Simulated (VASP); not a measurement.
# RbCl (Fm-3m) in VASP: a series of runs, part 2 of 2

VASP 6.6.1.

**4. Single point, PBE**

Contents of INCAR:

```
  PREC = Accurate
  ENCUT = 500
  EDIFF = 1E-6
  ISMEAR = -1
  SIGMA = 0.02
  LREAL = False
  LASPH = True
  NELM = 120
  ALGO = Normal
  ISIF = 2
  LWAVE = False
  LCHARG = False
  GGA = PE
  NBANDS = 15
  GGA_COMPAT = False
```

Contents of KPOINTS:

```
regular mesh
0
Gamma
  7 7 7
```

Contents of POSCAR:

```
RbCl
1.0
    0.0000000000      3.3010590783      3.3010590783
    3.3010590783      0.0000000000      3.3010590783
    3.3010590783      3.3010590783      0.0000000000
Rb Cl
1 1
Direct
    0.0000000000      0.0000000000      0.0000000000
    0.5000000000      0.5000000000      0.5000000000
```

Potentials or basis: VASP PAW PBE potentials, release 64 (Rb_sv, Cl).

Started as:

```console
> cat potpaw_PBE.64/Rb_sv/POTCAR potpaw_PBE.64/Cl/POTCAR > POTCAR
> mpirun -np 1 vasp_std > vasp.out
```

OUTCAR:

```text
PREC = Accurate
   ENCUT = 500
   EDIFF = 1E-6
   ISMEAR = -1
   LREAL = False
   LASPH = True
   NELM = 120
   ISIF = 2
   GGA = PE

 ion  position               nearest neighbor table
   1  0.000  0.000  0.000-   2 3.30   2 3.30   2 3.30   2 3.30   2 3.30   2 3.30
   2  0.500  0.500  0.500-   1 3.30   1 3.30   1 3.30   1 3.30   1 3.30   1 3.30

  LATTYP: Found a face centered cubic cell.
 ALAT       =     6.6021181566

  Lattice vectors:

 A1 = (   0.0000000000,   3.3010590783,   3.3010590783)
 A2 = (   3.3010590783,   0.0000000000,   3.3010590783)
 A3 = (   3.3010590783,   3.3010590783,   0.0000000000)

Analysis of symmetry for initial positions (statically):
=====================================================================
 Subroutine PRICEL returns:
 Original cell was already a primitive cell.

 Routine SETGRP: Setting up the symmetry group for a
 face centered cubic supercell.

 Subroutine GETGRP returns: Found 48 space group operations
 (whereof 48 operations were pure point group operations)
 out of a pool of 48 trial point group operations.

The static configuration has the point symmetry O_h .

Analysis of symmetry for dynamics (positions and initial velocities):
=====================================================================
 Subroutine PRICEL returns:
 Original cell was already a primitive cell.

 Routine SETGRP: Setting up the symmetry group for a
 face centered cubic supercell.

 Subroutine GETGRP returns: Found 48 space group operations
 (whereof 48 operations were pure point group operations)
 out of a pool of 48 trial point group operations.

The dynamic configuration has the point symmetry O_h .

 Subroutine INISYM returns: Found 48 space group operations
 (whereof 48 operations are pure point group operations),
 and found     1 'primitive' translations

----------------------------------------------------------------------------------------

                                     Primitive cell

  volume of cell :      71.9432

  direct lattice vectors                    reciprocal lattice vectors
     0.000000000  3.301059078  3.301059078    -0.151466541  0.151466541  0.151466541
     3.301059078  0.000000000  3.301059078     0.151466541 -0.151466541  0.151466541
     3.301059078  3.301059078  0.000000000     0.151466541  0.151466541 -0.151466541

  length of vectors
     4.668402519  4.668402519  4.668402519     0.262347745  0.262347745  0.262347745

  position of ions in fractional coordinates (direct lattice)
     0.000000000  0.000000000  0.000000000
     0.500000000  0.500000000  0.500000000

  ion indices of the primitive-cell ions
   primitive index   ion index
                 1           1
                 2           2

----------------------------------------------------------------------------------------

 KPOINTS: regular mesh

Automatic generation of k-mesh.
 Grid dimensions read from file:
 generate k-points for:    7    7    7

 Generating k-lattice:

  Cartesian coordinates                     Fractional coordinates (reciprocal lattice)
    -0.021638077  0.021638077  0.021638077     0.142857143  0.000000000  0.000000000
[... 35 lines left out ...]
 -0.285714  0.428571  0.142857     24.000000
   k-points           NKPTS =     20   k-points in BZ     NKDIM =     20   number of bands    NBANDS=     15
   number of dos      NEDOS =    301   number of ions     NIONS =      2
   total plane-waves  NPLWV =  46656
   dimension x,y,z NGX =    36 NGY =   36 NGZ =   36
   dimension x,y,z NGXF=    72 NGYF=   72 NGZF=   72
   ions per type =               1   1
   NGX,Y,Z   is equivalent  to a cutoff of  12.82, 12.82, 12.82 a.u.
   NGXF,Y,Z  is equivalent  to a cutoff of  25.64, 25.64, 25.64 a.u.
 SYSTEM =  unknown system
   PREC   = accura    normal or accurate (medium, high low for compatibility)
   ISTART =      0    job   : 0-new  1-cont  2-samecut
   ICHARG =      2    charge: 1-file 2-atom 10-const
   ISPIN  =      1    spin polarized calculation?
   LNONCOLLINEAR =      F non collinear calculations
   LSORBIT =      F    spin-orbit coupling
   LASPH  =      T    aspherical Exc in radial PAW
   ENCUT  =  500.0 eV  36.75 Ry    6.06 a.u.   8.51  8.51  8.51*2*pi/ulx,y,z
   NELM   =    120;   NELMIN=  2; NELMDL= -5     # of ELM steps
   EDIFF  = 0.1E-05   stopping-criterion for ELM
   LREAL  =      F    real-space projection
   EDIFFG = 0.1E-04   stopping-criterion for IOM
   NSW    =      0    number of steps for IOM
   IBRION =     -1    ionic relax: 0-MD 1-quasi-New 2-CG
   NFREE  =      0    steps in history (QN), initial steepest desc. (CG)
   ISIF   =      2    stress and relaxation
   ISYM   =      2    0-nonsym 1-usesym 2-fastsym
   POTIM  = 0.5000    time-step for ionic-motion
   TEBEG  =    0.0;   TEEND  =   0.0 temperature during run
   PSTRESS=    0.0 pullay stress
   NELECT =      16.0000    total number of electrons
   NUPDOWN=      -1.0000    fix difference up-down
   EMIN   =  10.00;   EMAX   =-10.00  energy-range for DOS
   EFERMI =   0.00;   METHOD = LEGACY
   ISMEAR =    -1;   SIGMA  =   0.02  broadening in eV -4-tet -1-fermi 0-gaus
   EFERMI_NEDOS =   21; number of points for ismear=-14 and -15
   IALGO  =     38    algorithm
   IMIX   =      4    mixing-type and parameters
     AMIX     =   0.40;   BMIX     =  1.00
     AMIX_MAG =   1.60;   BMIX_MAG =  1.00
  volume/ion in A,a.u.               =      35.97       242.75
  Fermi-wavevector in a.u.,A,eV,Ry     =   0.991863  1.874349 13.385296  0.983791
  Thomas-Fermi vector in A             =   2.123634
   LORBIT       =      0    0 simple, 1 ext, 2 COOP (PROOUT), +10 PAW based schemes
   GGA     = PE    functional components
   LHFCALC =     F    Hartree Fock is set to
   AEXX    =    0.0000 exact exchange contribution
   IVDW    =     0    specifies the selected vdW correction
   LEPSILON=     F    determine dielectric tensor
   LRPA    =     F    only Hartree local field effects (RPA)
 non-spin polarized calculation
  energy-cutoff  :      500.00
  volume of cell :       71.94
 maximum number of plane-waves:      1849
 NGX is ok and might be reduce to    36

 number of electron      16.0000002 magnetization

 Free energy of the ion-electron system (eV)
  ---------------------------------------------------
  ext. energy  EPLUGINS =         0.00000000
  ---------------------------------------------------
  free energy    TOTEN  =        -6.66856790 eV

  energy without entropy =       -6.66856790  energy(sigma->0) =       -6.66856790

 E-fermi :  -1.4933     XC(G=0):  -7.3138

 val. band max:       -1.9132826703   @ k =   0.0000   0.0000   0.0000
 cond. band min:       3.0541762520   @ k =   0.0000   0.0000   0.0000
 fundamental gap:      4.9674589223
 Fermi energy:        -1.4933306710

 k-point     1 :       0.0000    0.0000    0.0000
  band No.  band energies     occupation
      1     -25.8583      2.00000
      2     -13.9030      2.00000
      3      -9.9072      2.00000
      4      -9.9072      2.00000
      5      -9.9072      2.00000
      6      -1.9133      2.00000
      7      -1.9133      2.00000
      8      -1.9133      2.00000
      9       3.0542      0.00000
     10       6.0742      0.00000
     11       6.0742      0.00000
     12       6.0742      0.00000
     13       7.0514      0.00000
     14       7.0514      0.00000
[... 329 lines left out ...]
      2     -13.8928      2.00000
      3     -10.0904      2.00000
      4     -10.0384      2.00000
      5      -9.9041      2.00000
      6      -2.3689      2.00000
      7      -2.1695      2.00000
      8      -2.1529      2.00000
      9       5.4591      0.00000
     10       6.1290      0.00000
     11       7.3713      0.00000
     12       7.5492      0.00000
     13       9.3027      0.00000
     14       9.4101      0.00000
     15      10.4700      0.00000

------------------------ aborting loop because EDIFF is reached ----------------------------------------

  FORCE on cell =-STRESS in cart. coord.  units (eV):
  Direction    XX          YY          ZZ          XY          YZ          ZX
  --------------------------------------------------------------------------------------
  -------------------------------------------------------------------------------------
  Total        0.3086567      0.3086567      0.3086567     -0.0000000     -0.0000000      0.0000000
  in kB        6.8737917      6.8737917      6.8737917     -0.0000000     -0.0000000      0.0000000
  external PRESSURE =       6.8737917 kB  Pullay stress =       0.0000000 kB

 VOLUME and BASIS-vectors are now :
 -----------------------------------------------------------------------------
  energy-cutoff  :      500.00
  volume of cell :       71.94
      direct lattice vectors                 reciprocal lattice vectors
     0.000000000  3.301059078  3.301059078    -0.151466541  0.151466541  0.151466541
     3.301059078  0.000000000  3.301059078     0.151466541 -0.151466541  0.151466541
     3.301059078  3.301059078  0.000000000     0.151466541  0.151466541 -0.151466541

 POSITION                                       TOTAL-FORCE (eV/Angst)
 -----------------------------------------------------------------------------------
      0.00000      0.00000      0.00000         0.000000      0.000000      0.000000
      3.30106      3.30106      3.30106         0.000000      0.000000      0.000000
 -----------------------------------------------------------------------------------
    total drift:                                0.000000      0.000000      0.000000

  FREE ENERGIE OF THE ION-ELECTRON SYSTEM (eV)
  ---------------------------------------------------
  free  energy   TOTEN  =        -6.6685678967 eV

  energy  without entropy=       -6.6685678967  energy(sigma->0) =       -6.66856790
```

OSZICAR:

```text
N       E                     dE             d eps       ncg     rms          rms(c)
DAV:   1     0.856275941746E+02    0.85628E+02   -0.67863E+03   600   0.901E+02
DAV:   2    -0.108109237052E+01   -0.86709E+02   -0.79970E+02   891   0.166E+02
DAV:   3    -0.688603595073E+01   -0.58049E+01   -0.57798E+01   775   0.459E+01
DAV:   4    -0.703269929296E+01   -0.14666E+00   -0.14664E+00   911   0.710E+00
DAV:   5    -0.703388598750E+01   -0.11867E-02   -0.11867E-02   811   0.605E-01    0.314E+00
DAV:   6    -0.667523779017E+01    0.35865E+00   -0.49780E-01   775   0.345E+00    0.239E+00
DAV:   7    -0.665279748696E+01    0.22440E-01   -0.12157E-01   810   0.184E+00    0.143E+00
DAV:   8    -0.666685285524E+01   -0.14055E-01   -0.16600E-02   729   0.803E-01    0.175E-01
DAV:   9    -0.666791499931E+01   -0.10621E-02   -0.14964E-03   803   0.206E-01    0.103E-01
DAV:  10    -0.666854554125E+01   -0.63054E-03   -0.56158E-04   628   0.148E-01    0.163E-02
DAV:  11    -0.666856099694E+01   -0.15456E-04   -0.26251E-05   761   0.323E-02    0.107E-02
DAV:  12    -0.666856785418E+01   -0.68572E-05   -0.13495E-05   642   0.219E-02    0.345E-03
DAV:  13    -0.666856789669E+01   -0.42510E-07   -0.20434E-07   671   0.321E-03
   1 F= -.66685679E+01 E0= -.66685679E+01  d E =-.148149E-10
```

stdout:

```text
POSCAR found type information on POSCAR RbCl
 POSCAR found :  2 types and       2 ions
 scaLAPACK will be used
 LDA part: xc-table for (Slater+PW92), standard interpolation
 POSCAR, INCAR and KPOINTS ok, starting setup
 FFT: planning ... GRIDC
 FFT: planning ... GRID_SOFT
 FFT: planning ... GRID
 WAVECAR not read
 entering main loop
```

It took 32 s on 1 thread of Intel Xeon 8259CL, shared host; peak memory 0.2 GiB.

What came out:

```
Free energy            : -6.6686 eV
Pressure               : 0.7 GPa
Band gap on the k mesh : 4.97 eV, direct
```

Levels at points of the mesh, in eV from the valence-band top:
| k point | band 6 | band 7 | band 8 | band 9 | band 10 | band 11 |
| --- | --- | --- | --- | --- | --- | --- |
| (0.00, 0.00, 0.00) | 0.00 | 0.00 | 0.00 | 4.97 | 7.99 | 7.99 |

A k mesh can miss the band edges.

**5. Single point, PBE**

This run uses another cell than the first one, of 35.97 Å³/atom, 1.079 times its volume.

Contents of INCAR:

```
ALGO = Normal
EDIFF = 1E-6
ENCUT = 500
GGA = PE
GGA_COMPAT = F
ISIF = 2
ISMEAR = -5
LASPH = T
LCHARG = T
LELF = T
LREAL = F
LVHAR = T
LWAVE = F
NBANDS = 15
NELM = 120
PREC = Accurate
SIGMA = 0.1
```

Contents of KPOINTS:

```
k-points
0
Gamma
  7 7 7
```

POSCAR is that of step 4.

Started as:

```console
> cat potpaw_PBE.64/Rb_sv/POTCAR potpaw_PBE.64/Cl/POTCAR > POTCAR
> mpirun -np 1 vasp_std > vasp.out
```

Wall time 34 s (1 thread of Intel Xeon 8259CL, shared host); peak memory 0.2 GiB.

Results (log left out):

* Free energy: -6.6686 eV
* Pressure: 0.7 GPa
* Band gap on the k mesh: 4.97 eV, direct

Levels at points of the mesh, in eV from the valence-band top:
```csv
k point,band 5,band 6,band 7,band 8,band 9,band 10,band 11,band 12
"(0.00, 0.00, 0.00)",-7.99,0.00,0.00,0.00,4.97,7.99,7.99,7.99
```

A k mesh can miss the band edges. Expect the measured gap to be larger: semilocal functionals such as PBE lack the derivative discontinuity.

**6. Summary**

| cell | smearing | gap on the mesh (eV) | pressure (GPa) |
| --- | --- | --- | --- |
| a = 4.552 Å, angles 60.0°, 2 atoms | fermi-dirac 0.02 eV | 5.22 | 2.3 |
| a = 4.591 Å, angles 60.0°, 2 atoms | fermi-dirac 0.02 eV | 5.13 | 1.7 |
| a = 4.668 Å, angles 60.0°, 2 atoms | fermi-dirac 0.02 eV | 4.97 | 0.7 |
| a = 4.668 Å, angles 60.0°, 2 atoms | tetrahedron | 4.97 | 0.7 |

Alike in all rows: task single point; level PBE; potentials or basis VASP PAW PBE potentials, release 64 (Rb_sv, Cl); no spin polarisation; k mesh 7 × 7 × 7; cutoff (eV) 500.

Total energies depend on the potentials used, so only differences within one code and one set of settings carry meaning.
